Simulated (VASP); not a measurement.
The system is LiF.

```xyz
4
Lattice="3.0609 0.0000 0.0000 -1.5305 2.6509 0.0000 0.0000 0.0000 4.8073" Properties=species:S:1:pos:R:3 pbc="T T T"
Li    0.0000    1.7672    1.8323
Li    1.5305    0.8836    4.2360
F     0.0000    1.7672    4.7777
F     1.5305    0.8836    2.3741
```

```yaml
Program: VASP 6.6.1
Task: relaxation of cell and atoms
Functional: PBE
Potentials_or_basis: VASP PAW PBE potentials, release 64 (Li_sv, F)
Cutoff: 600 eV
k_mesh: 9 × 9 × 6
Occupations: gaussian, width 0.02 eV
Spin: no spin polarisation
```

At the start: pressure 3.2 GPa; volume 9.75 Å³/atom.

Where does the relaxation end?

Over 3 steps the energy falls by 5.3 meV/atom and the volume is 10.31 Å³/atom (+5.8 %); space group P6_3mc (No. 186, to 0.05 Å).

Step by step:
| step | energy change (eV) | largest force (eV/Å) | pressure (GPa) | volume (Å³) |
| --- | --- | --- | --- | --- |
| 1 | 0.0000 | 0.0021 | 3.22 | 39.01 |
| 2 | -0.0163 | 0.0002 | 1.47 | 40.12 |
| 3 | -0.0213 | 0.0013 | -0.04 | 41.25 |

Final structure:
```
CELL_PARAMETERS angstrom
3.12126 0.00000 0.00000
-1.56063 2.70309 0.00000
0.00000 0.00000 4.88931
ATOMIC_POSITIONS crystal
Li 0.33333 0.66667 0.38111
Li 0.66667 0.33333 0.88111
F 0.33333 0.66667 0.99389
F 0.66667 0.33333 0.49389
```

Caveat: the cutoff is under 1.25 times the usual one of these potentials, so pressure, stress and relaxed cells hold a basis-set (Pulay) error.
